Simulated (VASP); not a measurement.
Wanted: the native input for a VASP 6.6.1 run.

* Task: single point
* Functional: r2SCAN
* Potentials or basis: VASP PAW PBE potentials, release 64 (Cu, O)
* Cutoff: 520 eV
* k mesh: 8 × 8 × 4
* Occupations: gaussian, width 0.1 eV
* Spin: collinear spin, ferromagnetic start
* Starting moments: [0.69, 0.69, 0.36, 0.36] μB
* Dipole correction: no
* Further INCAR settings: ALGO = Normal; EDIFF = 1e-06; NBANDS = 29

Crystal: CuO.

```
CELL_PARAMETERS angstrom
1.99097 -2.15355 0.00000
1.99097 2.15355 0.00000
0.00000 0.00000 5.15593
ATOMIC_POSITIONS crystal
Cu 0.00000 0.50000 0.00000
Cu 0.50000 0.00000 0.50000
O 0.50000 0.50000 0.25000
O 0.50000 0.50000 0.75000
```

These files were run (other wordings do the same):

POSCAR

```
CuO
1.0
    1.9909680000     -2.1535500000      0.0000000000
    1.9909680000      2.1535500000      0.0000000000
    0.0000000000      0.0000000000      5.1559280000
Cu O
2 2
Direct
    0.0000000000      0.5000000000      0.0000000000
    0.5000000000      0.0000000000      0.5000000000
    0.5000000000      0.5000000000      0.2500000000
    0.5000000000      0.5000000000      0.7500000000
```

INCAR.step1

```
PREC = Accurate ; ENCUT = 520
ISMEAR = 0 ; SIGMA = 0.1
LREAL = F ; LASPH = T
NELM = 150 ; ISPIN = 2
MAGMOM = 0.69 0.69 0.36 0.36 ; LMAXMIX = 4
NBANDS = 29 ; GGA = PE
ALGO = Normal ; EDIFF = 1E-4
LWAVE = T ; LCHARG = F
```

INCAR.step2

```
PREC = Accurate ; ENCUT = 520
EDIFF = 1E-6 ; ISMEAR = 0
SIGMA = 0.1 ; LREAL = F
LASPH = T ; NELM = 150
ALGO = Normal ; ISIF = 2
LWAVE = F ; LCHARG = F
ISPIN = 2 ; MAGMOM = 0.69 0.69 0.36 0.36
LORBIT = 11 ; LMAXMIX = 4
METAGGA = R2SCAN ; LMIXTAU = T
NBANDS = 29 ; ISTART = 1
```

KPOINTS

```
regular mesh
0
Gamma
  8 8 4
```

Potentials or basis: VASP PAW PBE potentials, release 64 (Cu, O).

Command:

```sh
$ cat potpaw_PBE.64/Cu/POTCAR potpaw_PBE.64/O/POTCAR > POTCAR
$ cp INCAR.step1 INCAR
$ mpirun -np 1 vasp_std > vasp.out
$ cp INCAR.step2 INCAR
$ mpirun -np 1 vasp_std > vasp.out
```

It gave:

- Pressure: -4.0 GPa
- Band gap on the k mesh: zero (filled and empty bands overlap)
- Net moment: 0.00 μB per cell
- Valence electrons inside the program's atomic spheres: Cu 9.92; O 4.98

Caveat: the cell stands under tension; the PAW data sets were made with another functional, which shifts forces and pressure a little; semilocal functionals often make such compounds metallic where correlation or magnetic order opens a gap, which also shifts bond lengths.

Run time: 7.7 min on 1 thread of Intel(R) Xeon(R) Platinum 8259CL CPU @ 2.50GHz (Skylake/Cascade Lake), with other jobs on the host, peak memory 0.26 GiB.
